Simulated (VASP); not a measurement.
# SiC (F-43m) in VASP: notebook, part 2 of 2

VASP 6.6.1. The steps go on from the part before.

**5. Single point, PBE-based global hybrid**

The input, POSCAR:

```
SiC
1.0
    0.0000000000      2.1780523476      2.1780523476
    2.1780523476      0.0000000000      2.1780523476
    2.1780523476      2.1780523476      0.0000000000
Si C
1 1
Direct
    0.0000000000      0.0000000000      0.0000000000
    0.2500000000      0.2500000000      0.2500000000
```

The input, INCAR.step1:

```
SYSTEM = SiC
PREC = Accurate ; ENCUT = 520
EDIFF = 1E-5 ; ISMEAR = 0
SIGMA = 0.01 ; LREAL = .FALSE.
LASPH = .TRUE. ; NELM = 120
ALGO = Normal ; ISIF = 2
LWAVE = .TRUE. ; LCHARG = .FALSE.
GGA = PE ; NBANDS = 11
GGA_COMPAT = .FALSE.
```

The input, INCAR.step2:

```
SYSTEM = SiC
PREC = Accurate ; ENCUT = 520
EDIFF = 1E-6 ; ISMEAR = 0
SIGMA = 0.01 ; LREAL = .FALSE.
LASPH = .TRUE. ; NELM = 120
ALGO = Normal ; ISIF = 2
LWAVE = .FALSE. ; LCHARG = .FALSE.
GGA = PE ; LHFCALC = .TRUE.
AEXX = 0.5 ; PRECFOCK = Normal
ISTART = 1 ; NBANDS = 11
GGA_COMPAT = .FALSE.
```

The input, KPOINTS:

```
Automatic mesh
0
G
  4 4 4
  0 0 0
```

Potentials or basis: VASP PAW PBE potentials, release 64 (Si, C).

The run is started by

```sh
$ cat potpaw_PBE.64/Si/POTCAR potpaw_PBE.64/C/POTCAR > POTCAR
$ cp INCAR.step1 INCAR
$ mpirun -np 1 vasp_std > vasp.out
$ cp INCAR.step2 INCAR
$ mpirun -np 1 vasp_std > vasp.out
```

OUTCAR:

```text
SYSTEM = SiC
   PREC = Accurate
   ENCUT = 520
   EDIFF = 1E-6
   ISMEAR = 0
   LREAL = .FALSE.
   LASPH = .TRUE.
   NELM = 120
   ISIF = 2
   GGA = PE
   LHFCALC = .TRUE.
   AEXX = 0.5
   PRECFOCK = Normal
   ISTART = 1

 ion  position               nearest neighbor table
   1  0.000  0.000  0.000-   2 1.89   2 1.89   2 1.89   2 1.89
   2  0.250  0.250  0.250-   1 1.89   1 1.89   1 1.89   1 1.89

  LATTYP: Found a face centered cubic cell.
 ALAT       =     4.3561046952

  Lattice vectors:

 A1 = (   0.0000000000,   2.1780523476,   2.1780523476)
 A2 = (   2.1780523476,   0.0000000000,   2.1780523476)
 A3 = (   2.1780523476,   2.1780523476,   0.0000000000)

Analysis of symmetry for initial positions (statically):
=====================================================================
 Subroutine PRICEL returns:
 Original cell was already a primitive cell.

 Routine SETGRP: Setting up the symmetry group for a
 face centered cubic supercell.

 Subroutine GETGRP returns: Found 24 space group operations
 (whereof 24 operations were pure point group operations)
 out of a pool of 48 trial point group operations.

The static configuration has the point symmetry T_d .

Analysis of symmetry for dynamics (positions and initial velocities):
=====================================================================
 Subroutine PRICEL returns:
 Original cell was already a primitive cell.

 Routine SETGRP: Setting up the symmetry group for a
 face centered cubic supercell.

 Subroutine GETGRP returns: Found 24 space group operations
 (whereof 24 operations were pure point group operations)
 out of a pool of 48 trial point group operations.

The dynamic configuration has the point symmetry T_d .

 Subroutine INISYM returns: Found 24 space group operations
 (whereof 24 operations are pure point group operations),
 and found     1 'primitive' translations

----------------------------------------------------------------------------------------

[... 110 lines left out ...]
   ENCUTFOCK=  -1.0 apply spherical cutoff to Coloumb kernel
   IVDW    =     0    specifies the selected vdW correction
   LEPSILON=     F    determine dielectric tensor
   LRPA    =     F    only Hartree local field effects (RPA)
 non-spin polarized calculation
 Gauss-broadening in eV      SIGMA  =   0.01
  energy-cutoff  :      520.00
  volume of cell :       20.66
 maximum number of plane-waves:       568
 NGX is ok and might be reduce to    24
  NGX = 18; NGY = 18; NGZ = 18

 number of electron       8.0000001 magnetization

 Free energy of the ion-electron system (eV)
  ---------------------------------------------------
  ext. energy  EPLUGINS =         0.00000000
  ---------------------------------------------------
  free energy    TOTEN  =       -21.94321073 eV

  energy without entropy =      -21.94321073  energy(sigma->0) =      -21.94321073

 E-fermi :   6.1071     XC(G=0):  -6.5452

 val. band max:        6.0229072517   @ k =   0.0000   0.0000   0.0000
 cond. band min:      10.8335899271   @ k =   0.5000   0.5000   0.0000
 fundamental gap:      4.8106826754
 Fermi energy:         6.1071311658

 k-point     1 :       0.0000    0.0000    0.0000
  band No.  band energies     occupation
      1     -12.5326      2.00000
      2       6.0229      2.00000
      3       6.0229      2.00000
      4       6.0229      2.00000
      5      16.6134      0.00000
      6      17.5687      0.00000
      7      17.5687      0.00000
      8      17.5687      0.00000
      9      25.3670      0.00000
     10      25.3670      0.00000
     11      27.1634      0.00000
[... 85 lines left out ...]
 k-point     8 :      -0.2500    0.5000    0.2500
  band No.  band energies     occupation
      1      -6.4544      2.00000
      2      -2.3029      2.00000
      3       0.1460      2.00000
      4       0.6311      2.00000
      5      15.1446      0.00000
      6      19.9998      0.00000
      7      20.0875      0.00000
      8      20.3230      0.00000
      9      25.8081      0.00000
     10      28.8845      0.00000
     11      32.8770      0.00000

------------------------ aborting loop because EDIFF is reached ----------------------------------------

  FORCE on cell =-STRESS in cart. coord.  units (eV):
  Direction    XX          YY          ZZ          XY          YZ          ZX
  --------------------------------------------------------------------------------------
  -------------------------------------------------------------------------------------
  Total       -0.8241354     -0.8241354     -0.8241354      0.0000000      0.0000000      0.0000000
  in kB      -63.8960801    -63.8960801    -63.8960801      0.0000000      0.0000000      0.0000000
  external PRESSURE =     -63.8960801 kB  Pullay stress =       0.0000000 kB

 VOLUME and BASIS-vectors are now :
 -----------------------------------------------------------------------------
  energy-cutoff  :      520.00
  volume of cell :       20.66
      direct lattice vectors                 reciprocal lattice vectors
     0.000000000  2.178052348  2.178052348    -0.229562894  0.229562894  0.229562894
     2.178052348  0.000000000  2.178052348     0.229562894 -0.229562894  0.229562894
     2.178052348  2.178052348  0.000000000     0.229562894  0.229562894 -0.229562894

 POSITION                                       TOTAL-FORCE (eV/Angst)
 -----------------------------------------------------------------------------------
      0.00000      0.00000      0.00000        -0.000000     -0.000000      0.000000
      1.08903      1.08903      1.08903         0.000000      0.000000     -0.000000
 -----------------------------------------------------------------------------------
    total drift:                                0.000001      0.000003      0.000002

  FREE ENERGIE OF THE ION-ELECTRON SYSTEM (eV)
  ---------------------------------------------------
  free  energy   TOTEN  =       -21.9432107278 eV

  energy  without entropy=      -21.9432107278  energy(sigma->0) =      -21.94321073
```

Run time: 2.1 min. Hardware: 1 thread of Intel Xeon 8259CL, shared host; peak memory 0.13 GiB.

Results:

```yaml
Free_energy: -21.9432 eV
Pressure: -6.4 GPa
Band_gap_on_the_k_mesh: 4.81 eV, indirect (least direct gap 8.63 eV)
```

Levels at points of the mesh, in eV from the valence-band top:
```csv
k point,band 2,band 3,band 4,band 5,band 6,band 7
"(0.00, 0.00, 0.00)",0.00,0.00,0.00,10.59,11.55,11.55
"(0.50, 0.00, 0.00)",-10.15,-1.27,-1.27,9.56,11.41,11.41
"(0.50, 0.50, 0.00)",-9.27,-3.82,-3.82,4.81,8.11,19.53
```

Caveat: the k points lie up to 0.62 Å⁻¹ apart; the PAW data sets were made with another functional, which shifts forces and pressure a little.

**6. Single point, PBE-based screened hybrid**

POSCAR is that of step 5.

The input, INCAR.step1:

```
SYSTEM = SiC
PREC = Accurate
ENCUT = 520
EDIFF = 1E-5
ISMEAR = 0
SIGMA = 0.01
LREAL = .False.
LASPH = .True.
NELM = 120
ALGO = Normal
ISIF = 2
LWAVE = .True.
LCHARG = .False.
GGA = PE
NBANDS = 11
GGA_COMPAT = .False.
```

The input, INCAR.step2:

```
SYSTEM = SiC
PREC = Accurate
ENCUT = 520
EDIFF = 1E-6
ISMEAR = 0
SIGMA = 0.01
LREAL = .False.
LASPH = .True.
NELM = 120
ALGO = Normal
ISIF = 2
LWAVE = .False.
LCHARG = .False.
GGA = PE
LHFCALC = .True.
AEXX = 0.2
HFSCREEN = 0.5
PRECFOCK = Normal
ISTART = 1
NBANDS = 11
GGA_COMPAT = .False.
```

The input, KPOINTS:

```
Automatic mesh
0
Gamma
  4 4 4
  0 0 0
```

Potentials or basis: VASP PAW PBE potentials, release 64 (Si, C).

The run is started by

```sh
$ cat potpaw_PBE.64/Si/POTCAR potpaw_PBE.64/C/POTCAR > POTCAR
$ cp INCAR.step1 INCAR
$ mpirun -np 1 vasp_std > vasp.out
$ cp INCAR.step2 INCAR
$ mpirun -np 1 vasp_std > vasp.out
```

It took 1.8 min on 1 thread of Intel Xeon 8259CL, shared host; peak memory 0.23 GiB.

Results (log left out):

| Item | Value |
| --- | --- |
| Free energy | -15.9551 eV |
| Pressure | 0.9 GPa |
| Band gap on the k mesh | 1.64 eV, indirect (least direct gap 5.01 eV) |

Levels at points of the mesh, in eV from the valence-band top:
| k point | band 2 | band 3 | band 4 | band 5 | band 6 | band 7 |
| --- | --- | --- | --- | --- | --- | --- |
| (0.00, 0.00, 0.00) | 0.00 | 0.00 | 0.00 | 6.80 | 7.81 | 7.81 |
| (0.50, 0.00, 0.00) | -8.98 | -1.12 | -1.12 | 5.91 | 7.71 | 7.71 |
| (0.50, 0.50, 0.00) | -8.22 | -3.37 | -3.37 | 1.64 | 4.70 | 14.94 |

Caveat: the k points lie up to 0.62 Å⁻¹ apart; the PAW data sets were made with another functional, which shifts forces and pressure a little. A k mesh can miss the band edges.

**7. Overview**

```tsv
level	k mesh	cutoff (eV)	smearing	grid for exact exchange (PRECFOCK)	share of exact exchange	screening parameter	gap on the mesh (eV)	pressure (GPa)
PBE	8 × 8 × 8	600	gaussian 0.5 eV	-	-	-	1.36	3.4
PBE	8 × 8 × 8	600	methfessel-paxton 0.001 eV	-	-	-	1.36	3.4
PBE-based global hybrid	4 × 4 × 4	520	gaussian 0.01 eV	Normal	0.4	-	4.09	-4.4
PBE-based global hybrid	4 × 4 × 4	520	gaussian 0.01 eV	Normal	0.5	-	4.81	-6.4
PBE-based screened hybrid	4 × 4 × 4	520	gaussian 0.01 eV	Normal	0.2	0.5 1/Å	1.64	0.9
```

Alike in all rows: task single point; potentials or basis VASP PAW PBE potentials, release 64 (Si, C); no spin polarisation; cell as given.

Caveats: some runs use coarse meshes; the PAW data sets were made with another functional, which shifts forces and pressure a little (some runs).

Absolute energies hang on the potentials; compare differences alone.
